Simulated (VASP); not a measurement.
# BaTiO3 in VASP: further runs, part 2 of 2

VASP 6.6.1.

**3. Single point, PBE (strain +0.080 along x and y, +0.040 along z)**

Contents of INCAR:

```
SYSTEM = BaTiO3
PREC = Accurate ; ENCUT = 520
EDIFF = 1E-7 ; ISMEAR = 0
SIGMA = 0.05 ; LREAL = .False.
LASPH = .True. ; NELM = 60
ALGO = Normal ; ISIF = 2
LWAVE = .False. ; LCHARG = .False.
GGA = PE ; NBANDS = 28
```

Contents of KPOINTS:

```
regular mesh
0
Gamma
  8 8 8
  0 0 0
```

Contents of POSCAR:

```
BaTiO3
1.0
    4.3407704104      0.0000000000      0.0000000000
    0.0000000000      4.3407704104      0.0000000000
    0.0000000000      0.0000000000      4.1800525732
Ba Ti O
1 1 3
Direct
    0.0000000000      0.0000000000      0.0000000000
    0.5000000000      0.5000000000      0.5000000000
    0.5000000000      0.5000000000      0.0000000000
    0.5000000000      0.0000000000      0.5000000000
    0.0000000000      0.5000000000      0.5000000000
```

Potentials or basis: VASP PAW PBE potentials, release 64 (Ba_sv, Ti_sv, O).

Command:

```console
$ cat potpaw_PBE.64/Ba_sv/POTCAR potpaw_PBE.64/Ti_sv/POTCAR potpaw_PBE.64/O/POTCAR > POTCAR
$ mpirun -np 1 vasp_std > vasp.out
```

OUTCAR:

```text
SYSTEM = BaTiO3
   PREC = Accurate
   ENCUT = 520
   EDIFF = 1E-7
   ISMEAR = 0
   LREAL = .False.
   LASPH = .True.
   NELM = 60
   ISIF = 2
   GGA = PE

 ion  position               nearest neighbor table
   1  0.000  0.000  0.000-   4 3.01   5 3.01   4 3.01   5 3.01   5 3.01   5 3.01   4 3.01   4 3.01
                             3 3.07   3 3.07   3 3.07   3 3.07   2 3.71   2 3.71   2 3.71   2 3.71
   2  0.500  0.500  0.500-   3 2.09   3 2.09   5 2.17   4 2.17   4 2.17   5 2.17   1 3.71   1 3.71
                             1 3.71   1 3.71   1 3.71   1 3.71   1 3.71   1 3.71
   3  0.500  0.500  0.000-   2 2.09   2 2.09   1 3.07   1 3.07   1 3.07   1 3.07
   4  0.500  0.000  0.500-   2 2.17   2 2.17   1 3.01   1 3.01   1 3.01   1 3.01
   5  0.000  0.500  0.500-   2 2.17   2 2.17   1 3.01   1 3.01   1 3.01   1 3.01

  LATTYP: Found a simple tetragonal cell.
 ALAT       =     4.3407704104
 C/A-ratio  =     0.9629748128

  Lattice vectors:

 A1 = (   4.3407704104,   0.0000000000,   0.0000000000)
 A2 = (   0.0000000000,   4.3407704104,   0.0000000000)
 A3 = (   0.0000000000,   0.0000000000,   4.1800525732)

Analysis of symmetry for initial positions (statically):
=====================================================================
 Subroutine PRICEL returns:
 Original cell was already a primitive cell.

 Routine SETGRP: Setting up the symmetry group for a
 simple tetragonal supercell.

 Subroutine GETGRP returns: Found 16 space group operations
 (whereof 16 operations were pure point group operations)
 out of a pool of 16 trial point group operations.

The static configuration has the point symmetry D_4h.

Analysis of symmetry for dynamics (positions and initial velocities):
=====================================================================
 Subroutine PRICEL returns:
 Original cell was already a primitive cell.

 Routine SETGRP: Setting up the symmetry group for a
 simple tetragonal supercell.

 Subroutine GETGRP returns: Found 16 space group operations
[... 129 lines left out ...]
     AMIX_MAG =   1.60;   BMIX_MAG =  1.00
  volume/ion in A,a.u.               =      15.75       106.30
  Fermi-wavevector in a.u.,A,eV,Ry     =   1.306140  2.468247 23.211559  1.706001
  Thomas-Fermi vector in A             =   2.436962
   LORBIT       =      0    0 simple, 1 ext, 2 COOP (PROOUT), +10 PAW based schemes
   GGA     = PE    functional components
   LHFCALC =     F    Hartree Fock is set to
   AEXX    =    0.0000 exact exchange contribution
   IVDW    =     0    specifies the selected vdW correction
   LEPSILON=     F    determine dielectric tensor
   LRPA    =     F    only Hartree local field effects (RPA)
 non-spin polarized calculation
 Gauss-broadening in eV      SIGMA  =   0.05
  energy-cutoff  :      520.00
  volume of cell :       78.76
 maximum number of plane-waves:      2168
   NGX = 17   NGY = 17   NGZ = 15

 number of electron      39.9999997 magnetization

 Free energy of the ion-electron system (eV)
  ---------------------------------------------------
  ext. energy  EPLUGINS =         0.00000000
  ---------------------------------------------------
  free energy    TOTEN  =       -39.03668044 eV

  energy without entropy =      -39.03668044  energy(sigma->0) =      -39.03668044

 E-fermi :   2.7065     XC(G=0): -10.2103

 val. band max:        2.4043386792   @ k =   0.5000   0.5000   0.5000
 cond. band min:       3.6853411101   @ k =   0.0000   0.0000   0.0000
 fundamental gap:      1.2810024309
 Fermi energy:         2.7065123991

 k-point     1 :       0.0000    0.0000    0.0000
  band No.  band energies     occupation
      1     -55.0266      2.00000
      2     -31.1646      2.00000
      3     -31.1646      2.00000
      4     -31.1489      2.00000
      5     -23.0343      2.00000
      6     -14.0345      2.00000
[... 733 lines left out ...]
     27       9.1930      0.00000
     28      10.1516      0.00000

 [... further k-points ...]

------------------------ aborting loop because EDIFF is reached ----------------------------------------

  FORCE on cell =-STRESS in cart. coord.  units (eV):
  Direction    XX          YY          ZZ          XY          YZ          ZX
  --------------------------------------------------------------------------------------
  -------------------------------------------------------------------------------------
  Total       -9.8908565     -9.8908565     -8.6490188      0.0000000     -0.0000000      0.0000000
  in kB     -201.2005249   -201.2005249   -175.9389717      0.0000000     -0.0000000      0.0000000
  external PRESSURE =    -192.7800072 kB  Pullay stress =       0.0000000 kB

 VOLUME and BASIS-vectors are now :
 -----------------------------------------------------------------------------
  energy-cutoff  :      520.00
  volume of cell :       78.76
      direct lattice vectors                 reciprocal lattice vectors
     4.340770410  0.000000000  0.000000000     0.230373852  0.000000000  0.000000000
     0.000000000  4.340770410  0.000000000     0.000000000  0.230373852  0.000000000
     0.000000000  0.000000000  4.180052573     0.000000000  0.000000000  0.239231441

 POSITION                                       TOTAL-FORCE (eV/Angst)
 -----------------------------------------------------------------------------------
      0.00000      0.00000      0.00000         0.000000      0.000000      0.000000
      2.17039      2.17039      2.09003         0.000000      0.000000      0.000000
      2.17039      2.17039      0.00000         0.000000      0.000000      0.000000
      2.17039      0.00000      2.09003         0.000000      0.000000      0.000000
      0.00000      2.17039      2.09003         0.000000      0.000000      0.000000
 -----------------------------------------------------------------------------------
    total drift:                                0.000000     -0.000000     -0.000000

  FREE ENERGIE OF THE ION-ELECTRON SYSTEM (eV)
  ---------------------------------------------------
  free  energy   TOTEN  =       -39.0366804378 eV

  energy  without entropy=      -39.0366804378  energy(sigma->0) =      -39.03668044
```

stdout:

```text
POSCAR found type information on POSCAR BaTiO
 POSCAR found :  3 types and       5 ions
 scaLAPACK will be used
 LDA part: xc-table for (Slater+PW92), standard interpolation
 POSCAR, INCAR and KPOINTS ok, starting setup
 FFT: planning ... GRIDC
 FFT: planning ... GRID_SOFT
 FFT: planning ... GRID
 WAVECAR not read
 entering main loop
```

Wall time 2.1 min (1 thread of AMD EPYC 7R13, shared host); peak memory 0.29 GiB.

Results:

```
Free energy            : -39.0367 eV
Pressure               : -19.3 GPa
Band gap on the k mesh : 1.28 eV, indirect (least direct gap 1.55 eV)
```

Caveat: the cell differs from its parent crystal (strain +0.080 along x and y, +0.040 along z); spin-orbit coupling is left out, which moves the levels of the heavy elements. A k mesh can miss the band edges.

**4. Single point, PBE (strain +0.080 along x and y, +0.080 along z)**

Contents of INCAR:

```
SYSTEM = BaTiO3
PREC = Accurate
ENCUT = 520
EDIFF = 1E-6
ISMEAR = 0
SIGMA = 0.05
LREAL = .FALSE.
LASPH = .TRUE.
NELM = 80
ALGO = Normal
ISIF = 2
LWAVE = .FALSE.
LCHARG = .FALSE.
GGA = PE
NBANDS = 28
```

Contents of KPOINTS:

```
Automatic mesh
0
G
  8 8 8
  0 0 0
```

Edit POSCAR of step 3 so:

```diff
@@ -4,3 +4,3 @@
     0.0000000000      4.3407704104      0.0000000000
-    0.0000000000      0.0000000000      4.1800525732
+    0.0000000000      0.0000000000      4.3408238260
 Ba Ti O
```

Command:

```console
$ cat potpaw_PBE.64/Ba_sv/POTCAR potpaw_PBE.64/Ti_sv/POTCAR potpaw_PBE.64/O/POTCAR > POTCAR
$ mpirun -np 1 vasp_std > vasp.out
```

Run time: 1.7 min. Hardware: 1 thread of AMD EPYC 7R13, shared host; peak memory 0.3 GiB.

It converged, with:

| Property | Result |
| --- | --- |
| Free energy | -38.6657 eV |
| Pressure | -21.6 GPa |
| Band gap on the k mesh | 1.26 eV, indirect (least direct gap 1.54 eV) |

Levels at points of the mesh, in eV from the valence-band top:
```tsv
k point	band 16	band 17	band 18	band 19	band 20	band 21	band 22	band 23	band 24	band 25
(0.00, 0.00, 0.00)	-0.76	-0.76	-0.28	-0.28	-0.28	1.26	1.26	1.26	2.47	2.47
(0.50, 0.00, 0.00)	-1.49	-1.49	-1.30	-0.65	-0.65	1.34	2.40	2.40	2.48	3.92
(0.50, 0.50, 0.00)	-1.95	-1.69	-0.89	-0.89	-0.06	2.40	2.40	2.71	3.05	5.39
(0.00, 0.00, 0.50)	-1.49	-1.49	-1.30	-0.65	-0.65	1.34	2.40	2.40	2.48	3.92
(0.50, 0.00, 0.50)	-1.95	-1.69	-0.89	-0.89	-0.06	2.40	2.40	2.71	3.05	5.39
(0.50, 0.50, 0.50)	-2.27	-2.27	0.00	0.00	0.00	2.84	2.84	2.84	5.39	5.39
```

Caveat: the cell differs from its parent crystal (strain +0.080 along x and y, +0.080 along z); spin-orbit coupling is left out, which moves the levels of the heavy elements. A k mesh can miss the band edges.

**5. Single point, PBE (strain +0.000 along x and y, -0.040 along z)**

Contents of INCAR:

```
ALGO = Normal
EDIFF = 1E-6
ENCUT = 520
GGA = PE
ISIF = 2
ISMEAR = 0
LASPH = True
LCHARG = True
LELF = True
LREAL = False
LVHAR = True
LWAVE = False
NBANDS = 28
NELM = 80
PREC = Accurate
SIGMA = 0.05
```

Contents of KPOINTS:

```
k-points
0
Gamma
  8 8 8
```

Edit POSCAR of step 4 so:

```diff
@@ -2,5 +2,5 @@
 1.0
-    4.3407704104      0.0000000000      0.0000000000
-    0.0000000000      4.3407704104      0.0000000000
-    0.0000000000      0.0000000000      4.3408238260
+    4.0192318615      0.0000000000      0.0000000000
+    0.0000000000      4.0192318615      0.0000000000
+    0.0000000000      0.0000000000      3.8585100676
 Ba Ti O
```

Command:

```console
$ cat potpaw_PBE.64/Ba_sv/POTCAR potpaw_PBE.64/Ti_sv/POTCAR potpaw_PBE.64/O/POTCAR > POTCAR
$ mpirun -np 1 vasp_std > vasp.out
```

It took 69 s on 1 thread of Intel Xeon 6975P-C (Granite Rapids), shared host; peak memory 0.26 GiB.

Results (log left out):

```
Free energy            : -39.8419 eV
Pressure               : 9.7 GPa
Band gap on the k mesh : 1.71 eV, indirect (least direct gap 1.83 eV)
```

Stress tensor (GPa, compression positive):
```
 6.49  0.00  0.00
 0.00  6.49  0.00
 0.00  0.00 16.15
```

Levels at points of the mesh, in eV from the valence-band top:
| k point | band 16 | band 17 | band 18 | band 19 | band 20 | band 21 | band 22 | band 23 | band 24 | band 25 |
| --- | --- | --- | --- | --- | --- | --- | --- | --- | --- | --- |
| (0.00, 0.00, 0.00) | -1.21 | -1.08 | -0.18 | -0.18 | -0.12 | 1.71 | 1.79 | 1.79 | 3.91 | 4.20 |
| (0.50, 0.00, 0.00) | -1.99 | -1.75 | -1.75 | -0.75 | -0.72 | 1.94 | 3.47 | 3.48 | 4.13 | 6.12 |
| (0.50, 0.50, 0.00) | -2.64 | -1.73 | -1.14 | -1.14 | -0.22 | 3.49 | 3.49 | 3.88 | 5.24 | 7.62 |
| (0.00, 0.00, 0.50) | -2.23 | -2.06 | -1.94 | -0.78 | -0.78 | 1.92 | 3.84 | 3.84 | 3.92 | 6.30 |
| (0.50, 0.00, 0.50) | -2.82 | -1.75 | -0.79 | -0.78 | -0.12 | 3.48 | 3.85 | 4.13 | 4.81 | 7.91 |
| (0.50, 0.50, 0.50) | -2.60 | -2.17 | -0.10 | 0.00 | 0.00 | 4.17 | 4.39 | 4.39 | 6.66 | 6.86 |

Caveat: the cell differs from its parent crystal (strain +0.000 along x and y, -0.040 along z); spin-orbit coupling is left out, which moves the levels of the heavy elements. A k mesh can miss the band edges.

**6. Single point, PBE (strain +0.000 along x and y, +0.040 along z)**

Contents of INCAR:

```
SYSTEM = BaTiO3
ALGO = Normal ; EDIFF = 1E-7
ENCUT = 520 ; GGA = PE
ISIF = 2 ; ISMEAR = 0
LASPH = .True. ; LCHARG = .False.
LREAL = .False. ; LWAVE = .False.
NBANDS = 28 ; NELM = 100
PREC = Accurate ; SIGMA = 0.05
```

Contents of KPOINTS:

```
k-points
0
Gamma
  8 8 8
  0 0 0
```

Edit POSCAR of step 5 so:

```diff
@@ -4,3 +4,3 @@
     0.0000000000      4.0192318615      0.0000000000
-    0.0000000000      0.0000000000      3.8585100676
+    0.0000000000      0.0000000000      4.1800525732
 Ba Ti O
```

Potentials or basis: VASP PAW PBE potentials, release 64 (Ba_sv, Ti_sv, O).

Command:

```console
$ cat potpaw_PBE.64/Ba_sv/POTCAR potpaw_PBE.64/Ti_sv/POTCAR potpaw_PBE.64/O/POTCAR > POTCAR
$ mpirun -np 1 vasp_std > vasp.out
```

It took 82 s on 1 thread of Intel Xeon 6975P-C (Granite Rapids), shared host; peak memory 0.27 GiB.

It converged, with:

* Free energy: -39.9293 eV
* Pressure: -4.0 GPa
* Band gap on the k mesh: 1.57 eV, indirect (least direct gap 1.79 eV)

Stress tensor (GPa, compression positive):
```
-2.15  0.00  0.00
 0.00 -2.15  0.00
 0.00  0.00 -7.84
```

Levels at points of the mesh, in eV from the valence-band top:
| k point | band 17 | band 18 | band 19 | band 20 | band 21 | band 22 | band 23 | band 24 |
| --- | --- | --- | --- | --- | --- | --- | --- | --- |
| (0.00, 0.00, 0.00) | -1.01 | -0.26 | -0.22 | -0.22 | 1.57 | 1.57 | 1.64 | 3.36 |
| (0.50, 0.00, 0.00) | -1.93 | -1.80 | -0.80 | -0.74 | 1.72 | 3.28 | 3.30 | 3.43 |
| (0.50, 0.50, 0.00) | -1.75 | -0.74 | -0.74 | -0.06 | 3.28 | 3.28 | 3.72 | 4.06 |
| (0.00, 0.00, 0.50) | -1.55 | -1.55 | -0.74 | -0.74 | 1.75 | 2.99 | 2.99 | 3.66 |
| (0.50, 0.00, 0.50) | -1.79 | -1.06 | -1.04 | -0.19 | 2.99 | 3.30 | 3.54 | 4.41 |
| (0.50, 0.50, 0.50) | -2.37 | -0.06 | -0.06 | 0.00 | 3.75 | 3.75 | 3.92 | 6.36 |

Caveat: the cell differs from its parent crystal (strain +0.000 along x and y, +0.040 along z); spin-orbit coupling is left out, which moves the levels of the heavy elements. A k mesh can miss the band edges.

**7. Overview**

| cell | gap on the mesh (eV) | pressure (GPa) |
| --- | --- | --- |
| a = 3.858, b = 3.858, c = 4.019 Å, 5 atoms | 1.79 | 18.8 |
| a = 4.341, b = 4.341, c = 4.180 Å, 5 atoms | 1.28 | -19.3 |
| a = 4.341 Å, 5 atoms | 1.26 | -21.6 |
| a = 4.019, b = 4.019, c = 3.859 Å, 5 atoms | 1.71 | 9.7 |
| a = 4.019, b = 4.019, c = 4.180 Å, 5 atoms | 1.57 | -4.0 |

Alike in all rows: task single point; level PBE; potentials or basis VASP PAW PBE potentials, release 64 (Ba_sv, Ti_sv, O); no spin polarisation; k mesh 8 × 8 × 8; cutoff (eV) 520; smearing gaussian 0.05 eV.

Caveats: spin-orbit coupling is left out, which moves the levels of the heavy elements.

Absolute energies hang on the potentials; compare differences alone.
